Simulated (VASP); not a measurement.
Here is a VASP 6.6.1 calculation.

POSCAR

```
I
1.0
    3.8700614829     -2.3126028644      0.0000000000
    3.8700614829      2.3126028644      0.0000000000
    0.0000000000      0.0000000000      9.8887353286
I
4
Direct
    0.8457315776      0.1542684224      0.1200270546
    0.6542684224      0.3457315776      0.6200270546
    0.1542684224      0.8457315776      0.8799729454
    0.3457315776      0.6542684224      0.3799729454
```

INCAR.step1

```
SYSTEM = I
PREC = Accurate
ENCUT = 520
ISMEAR = -1
SIGMA = 0.05
LREAL = .FALSE.
LASPH = .TRUE.
NELM = 100
NBANDS = 22
GGA = PE
ALGO = Normal
EDIFF = 1E-4
LWAVE = .TRUE.
LCHARG = .FALSE.
```

Contents of INCAR.step2:

```
SYSTEM = I
PREC = Accurate
ENCUT = 520
EDIFF = 1E-7
ISMEAR = -1
SIGMA = 0.05
LREAL = .FALSE.
LASPH = .TRUE.
NELM = 100
ALGO = Normal
ISIF = 2
LWAVE = .FALSE.
LCHARG = .FALSE.
METAGGA = R2SCAN
LMIXTAU = .TRUE.
NBANDS = 22
ISTART = 1
```

File KPOINTS:

```
Automatic mesh
0
G
  8 8 3
  0 0 0
```

Potentials or basis: VASP PAW PBE potentials, release 64 (I).

Launch:

```console
$ cat potpaw_PBE.64/I/POTCAR > POTCAR
$ cp INCAR.step1 INCAR
$ mpirun -np 1 vasp_std > vasp.out
$ cp INCAR.step2 INCAR
$ mpirun -np 1 vasp_std > vasp.out
```

**Question.** What does it give for the pressure?

**Answer.** -0.1 GPa.

**Question.** Estimate the band gap on the k mesh.

**Answer.** 1.21 eV (least direct gap 1.28 eV).

Forces on the atoms (eV/Å):
```
I    0.000  0.002 -0.002
I    0.000 -0.002 -0.002
I    0.000 -0.002  0.002
I    0.000  0.002  0.002
```

Caveat: the PAW data sets were made with another functional, which shifts forces and pressure a little; spin-orbit coupling is left out, which moves the levels of the heavy elements. A k mesh can miss the band edges.
